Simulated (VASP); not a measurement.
# PbF2 (R-3m) in VASP: a series of runs

The runs below take PbF2 through single point, with PBE.

All numbers are computed with VASP 6.6.1; they aren't measurements. Logs are shortened: lines on timing, memory, paths and dates and some standing lists are left out, and cuts for length are marked.

## (1) The cell of the first run

The typed cell holds 3 atoms: a = 4.216 Å, b = 4.216 Å, c = 4.216 Å, α = 59.97°, β = 59.97°, γ = 59.97°.

## (2) Single point, PBE (17.65 Å³/atom)

The input, INCAR:

```
ALGO = Normal ; EDIFF = 1E-6
ENCUT = 520 ; GGA = PE
ISIF = 2 ; ISMEAR = 0
LASPH = T ; LCHARG = F
LREAL = F ; LWAVE = F
NBANDS = 21 ; NELM = 100
PREC = Accurate ; SIGMA = 0.05
```

The input, KPOINTS:

```
k-points
0
Gamma
  10 10 10
```

The input, POSCAR:

```
PbF2
1.0
    2.1068482961      1.2163894309      3.4427620692
   -2.1068482961      1.2163894309      3.4427620692
    0.0000000000     -2.4327788618      3.4427620692
Pb F
1 2
Direct
    0.0000000000      0.0000000000      0.0000000000
    0.2499510902      0.2499510902      0.2499510902
    0.7500489098      0.7500489098      0.7500489098
```

Potentials or basis: VASP PAW PBE potentials, release 64 (Pb_d, F).

Started as:

```
$ cat potpaw_PBE.64/Pb_d/POTCAR potpaw_PBE.64/F/POTCAR > POTCAR
$ mpirun -np 1 vasp_std > vasp.out
```

OUTCAR:

```text
EDIFF = 1E-6
   ENCUT = 520
   GGA = PE
   ISIF = 2
   ISMEAR = 0
   LASPH = T
   LREAL = F
   NELM = 100
   PREC = Accurate

 ion  position               nearest neighbor table
   1  0.000  0.000  0.000-   3 2.58   3 2.58   2 2.58   2 2.58   3 2.58   2 2.58   3 2.58   2 2.58

   2  0.250  0.250  0.250-   1 2.58   1 2.58   1 2.58   1 2.58
   3  0.750  0.750  0.750-   1 2.58   1 2.58   1 2.58   1 2.58

  LATTYP: Found a trigonal (rhomboedric) cell.
 ALAT       =     4.2155691971
 COS(alpha) =     0.5004441130

  Lattice vectors:

 A1 = (   2.1068482961,   1.2163894309,   3.4427620692)
 A2 = (  -2.1068482961,   1.2163894309,   3.4427620692)
 A3 = (   0.0000000000,  -2.4327788618,   3.4427620692)

Analysis of symmetry for initial positions (statically):
=====================================================================
 Subroutine PRICEL returns:
 Original cell was already a primitive cell.

 Routine SETGRP: Setting up the symmetry group for a
 trigonal (rhombohedral) supercell.

 Subroutine GETGRP returns: Found 12 space group operations
 (whereof 12 operations were pure point group operations)
 out of a pool of 12 trial point group operations.

The static configuration has the point symmetry D_3d.

Analysis of symmetry for dynamics (positions and initial velocities):
=====================================================================
 Subroutine PRICEL returns:
 Original cell was already a primitive cell.

 Routine SETGRP: Setting up the symmetry group for a
 trigonal (rhombohedral) supercell.

 Subroutine GETGRP returns: Found 12 space group operations
 (whereof 12 operations were pure point group operations)
 out of a pool of 12 trial point group operations.

The dynamic configuration has the point symmetry D_3d.

 Subroutine INISYM returns: Found 12 space group operations
 (whereof 12 operations are pure point group operations),
 and found     1 'primitive' translations

----------------------------------------------------------------------------------------

                                     Primitive cell

  volume of cell :      52.9376

  direct lattice vectors                    reciprocal lattice vectors
     2.106848296  1.216389431  3.442762069     0.237321311  0.137017523  0.096821484
    -2.106848296  1.216389431  3.442762069    -0.237321311  0.137017523  0.096821484
     0.000000000 -2.432778862  3.442762069     0.000000000 -0.274035046  0.096821484

  length of vectors
     4.215569197  4.215569197  4.215569197     0.290636553  0.290636553  0.290636553

  position of ions in fractional coordinates (direct lattice)
     0.000000000  0.000000000  0.000000000
     0.249951090  0.249951090  0.249951090
     0.750048910  0.750048910  0.750048910

  ion indices of the primitive-cell ions
   primitive index   ion index
                 1           1
                 2           2
                 3           3

----------------------------------------------------------------------------------------

 KPOINTS: k-points

Automatic generation of k-mesh.
 Grid dimensions read from file:
 generate k-points for:   10   10   10

 Generating k-lattice:

  Cartesian coordinates                     Fractional coordinates (reciprocal lattice)
     0.023732131  0.013701752  0.009682148     0.100000000 -0.000000000  0.000000000
    -0.023732131  0.013701752  0.009682148    -0.000000000  0.100000000  0.000000000
     0.000000000 -0.027403505  0.009682148     0.000000000  0.000000000  0.100000000

  Length of vectors
     0.029063655  0.029063655  0.029063655

  Shift w.r.t. Gamma in fractional coordinates (k-lattice)
     0.000000000  0.000000000  0.000000000

 Subroutine IBZKPT returns following result:
 ===========================================

 Found    116 irreducible k-points:

 Following reciprocal coordinates:
            Coordinates               Weight
  0.000000  0.000000  0.000000      1.000000
  0.100000 -0.000000  0.000000      6.000000
  0.200000 -0.000000  0.000000      6.000000
  0.300000 -0.000000 -0.000000      6.000000
  0.400000 -0.000000 -0.000000      6.000000
  0.500000 -0.000000  0.000000      3.000000
[... 16 lines left out ...]
  0.300000  0.300000 -0.000000      6.000000
  0.400000  0.300000  0.000000     12.000000
 [... further k-points ...]
   k-points           NKPTS =    116   k-points in BZ     NKDIM =    116   number of bands    NBANDS=     21
   number of dos      NEDOS =    301   number of ions     NIONS =      3
   total plane-waves  NPLWV =  32768
   dimension x,y,z NGX =    32 NGY =   32 NGZ =   32
   dimension x,y,z NGXF=    64 NGYF=   64 NGZF=   64
   ions per type =               1   2
   NGX,Y,Z   is equivalent  to a cutoff of  12.62, 12.62, 12.62 a.u.
   NGXF,Y,Z  is equivalent  to a cutoff of  25.24, 25.24, 25.24 a.u.
 SYSTEM =  unknown system
   PREC   = accura    normal or accurate (medium, high low for compatibility)
   ISTART =      0    job   : 0-new  1-cont  2-samecut
   ICHARG =      2    charge: 1-file 2-atom 10-const
   ISPIN  =      1    spin polarized calculation?
   LNONCOLLINEAR =      F non collinear calculations
   LSORBIT =      F    spin-orbit coupling
   LASPH  =      T    aspherical Exc in radial PAW
   ENCUT  =  520.0 eV  38.22 Ry    6.18 a.u.   7.84  7.84  7.84*2*pi/ulx,y,z
   NELM   =    100;   NELMIN=  2; NELMDL= -5     # of ELM steps
   EDIFF  = 0.1E-05   stopping-criterion for ELM
   LREAL  =      F    real-space projection
   EDIFFG = 0.1E-04   stopping-criterion for IOM
   NSW    =      0    number of steps for IOM
   IBRION =     -1    ionic relax: 0-MD 1-quasi-New 2-CG
   NFREE  =      0    steps in history (QN), initial steepest desc. (CG)
   ISIF   =      2    stress and relaxation
   ISYM   =      2    0-nonsym 1-usesym 2-fastsym
   POTIM  = 0.5000    time-step for ionic-motion
   TEBEG  =    0.0;   TEEND  =   0.0 temperature during run
   PSTRESS=    0.0 pullay stress
   NELECT =      28.0000    total number of electrons
   NUPDOWN=      -1.0000    fix difference up-down
   EMIN   =  10.00;   EMAX   =-10.00  energy-range for DOS
   EFERMI =   0.00;   METHOD = LEGACY
   ISMEAR =     0;   SIGMA  =   0.05  broadening in eV -4-tet -1-fermi 0-gaus
   EFERMI_NEDOS =   21; number of points for ismear=-14 and -15
   IALGO  =     38    algorithm
   IMIX   =      4    mixing-type and parameters
     AMIX     =   0.40;   BMIX     =  1.00
     AMIX_MAG =   1.60;   BMIX_MAG =  1.00
  volume/ion in A,a.u.               =      17.65       119.08
  Fermi-wavevector in a.u.,A,eV,Ry     =   1.323954  2.501910 23.849017  1.752853
  Thomas-Fermi vector in A             =   2.453524
   LORBIT       =      0    0 simple, 1 ext, 2 COOP (PROOUT), +10 PAW based schemes
   GGA     = PE    functional components
   LHFCALC =     F    Hartree Fock is set to
   AEXX    =    0.0000 exact exchange contribution
   IVDW    =     0    specifies the selected vdW correction
   LEPSILON=     F    determine dielectric tensor
   LRPA    =     F    only Hartree local field effects (RPA)
 non-spin polarized calculation
 Gauss-broadening in eV      SIGMA  =   0.05
  energy-cutoff  :      520.00
  volume of cell :       52.94
 maximum number of plane-waves:      1458
   NGX = 15   NGY = 15   NGZ = 15

 number of electron      28.0000018 magnetization

 Free energy of the ion-electron system (eV)
  ---------------------------------------------------
  ext. energy  EPLUGINS =         0.00000000
  ---------------------------------------------------
  free energy    TOTEN  =       -14.34576302 eV

  energy without entropy =      -14.34576302  energy(sigma->0) =      -14.34576302

 E-fermi :   1.9071     XC(G=0):  -9.3233

 val. band max:        1.6767856017   @ k =  -0.2000   0.5000   0.2000
 cond. band min:       6.1034616759   @ k =   0.5000   0.5000   0.0000
 fundamental gap:      4.4266760742
 Fermi energy:         1.9071411146

 k-point     1 :       0.0000    0.0000    0.0000
  band No.  band energies     occupation
      1     -19.2771      2.00000
      2     -18.6848      2.00000
      3     -12.7334      2.00000
      4     -12.7334      2.00000
      5     -12.7334      2.00000
      6     -12.6837      2.00000
[... 13 lines left out ...]
     20      16.7994      0.00000
     21      19.0827      0.00000

 k-point     2 :       0.1000   -0.0000    0.0000
  band No.  band energies     occupation
      1     -19.2584      2.00000
      2     -18.7023      2.00000
      3     -12.7296      2.00000
      4     -12.7295      2.00000
      5     -12.7139      2.00000
      6     -12.6837      2.00000
[... 13 lines left out ...]
     20      16.5022      0.00000
     21      18.7276      0.00000

 k-point     3 :       0.2000   -0.0000    0.0000
  band No.  band energies     occupation
      1     -19.2070      2.00000
      2     -18.7481      2.00000
      3     -12.7218      2.00000
      4     -12.7217      2.00000
      5     -12.6814      2.00000
      6     -12.6813      2.00000
[... 13 lines left out ...]
     20      16.0167      0.00000
     21      17.7986      0.00000

 k-point     4 :       0.3000   -0.0000   -0.0000
  band No.  band energies     occupation
      1     -19.1350      2.00000
      2     -18.8125      2.00000
      3     -12.7183      2.00000
      4     -12.7181      2.00000
      5     -12.6724      2.00000
      6     -12.6724      2.00000
[... 13 lines left out ...]
     20      15.6558      0.00000
     21      16.8254      0.00000

 k-point     5 :       0.4000   -0.0000   -0.0000
  band No.  band energies     occupation
      1     -19.0566      2.00000
      2     -18.8831      2.00000
      3     -12.7190      2.00000
      4     -12.7189      2.00000
      5     -12.6614      2.00000
      6     -12.6613      2.00000
[... 13 lines left out ...]
     20      15.4639      0.00000
     21      16.1086      0.00000
[... 382 lines left out ...]
     20      16.8477      0.00000
     21      18.5443      0.00000

 k-point    22 :      -0.2000    0.2000    0.0000
  band No.  band energies     occupation
      1     -19.1155      2.00000
      2     -18.8276      2.00000
      3     -12.7031      2.00000
      4     -12.7027      2.00000
      5     -12.6884      2.00000
      6     -12.6539      2.00000
[... 13 lines left out ...]
     20      16.4715      0.00000
     21      18.6356      0.00000

 k-point    23 :       0.3000    0.3000   -0.0000
  band No.  band energies     occupation
      1     -19.1053      2.00000
      2     -18.8332      2.00000
      3     -12.7044      2.00000
      4     -12.6807      2.00000
      5     -12.6807      2.00000
      6     -12.6689      2.00000
[... 13 lines left out ...]
     20      17.6059      0.00000
     21      18.3713      0.00000

 k-point    24 :       0.4000    0.3000    0.0000
  band No.  band energies     occupation
      1     -19.0608      2.00000
      2     -18.8697      2.00000
      3     -12.7082      2.00000
      4     -12.6768      2.00000
      5     -12.6635      2.00000
      6     -12.6607      2.00000
[... 13 lines left out ...]
     20      17.5206      0.00000
     21      18.7627      0.00000

 [... further k-points ...]
[... 5 lines left out ...]
  --------------------------------------------------------------------------------------
  -------------------------------------------------------------------------------------
  Total        0.4031135      0.4031135      0.3939365      0.0000000     -0.0000000     -0.0000000
  in kB       12.2003916     12.2003916     11.9226468      0.0000000     -0.0000000     -0.0000000
  external PRESSURE =      12.1078100 kB  Pullay stress =       0.0000000 kB

 VOLUME and BASIS-vectors are now :
 -----------------------------------------------------------------------------
  energy-cutoff  :      520.00
  volume of cell :       52.94
      direct lattice vectors                 reciprocal lattice vectors
     2.106848296  1.216389431  3.442762069     0.237321311  0.137017523  0.096821484
    -2.106848296  1.216389431  3.442762069    -0.237321311  0.137017523  0.096821484
     0.000000000 -2.432778862  3.442762069     0.000000000 -0.274035046  0.096821484

 POSITION                                       TOTAL-FORCE (eV/Angst)
 -----------------------------------------------------------------------------------
      0.00000      0.00000      0.00000        -0.000000     -0.000000      0.000000
      0.00000      0.00000      2.58157         0.000000      0.000000      0.000166
      0.00000      0.00000      7.74672         0.000000     -0.000000     -0.000166
 -----------------------------------------------------------------------------------
    total drift:                               -0.000000     -0.000000      0.000000

  FREE ENERGIE OF THE ION-ELECTRON SYSTEM (eV)
  ---------------------------------------------------
  free  energy   TOTEN  =       -14.3457630194 eV

  energy  without entropy=      -14.3457630194  energy(sigma->0) =      -14.34576302
```

Run time: 2.9 min. Hardware: 1 thread of Oxide Virtual Turin-like, shared host; peak memory 0.22 GiB.

What came out:

| Quantity | Value |
| --- | --- |
| Free energy | -14.3458 eV |
| Pressure | 1.2 GPa |
| Band gap on the k mesh | 4.43 eV (least direct gap 4.56 eV) |

Caveat: spin-orbit coupling is left out, which moves the levels of the heavy elements.

(Continued in part 2 of 2.)
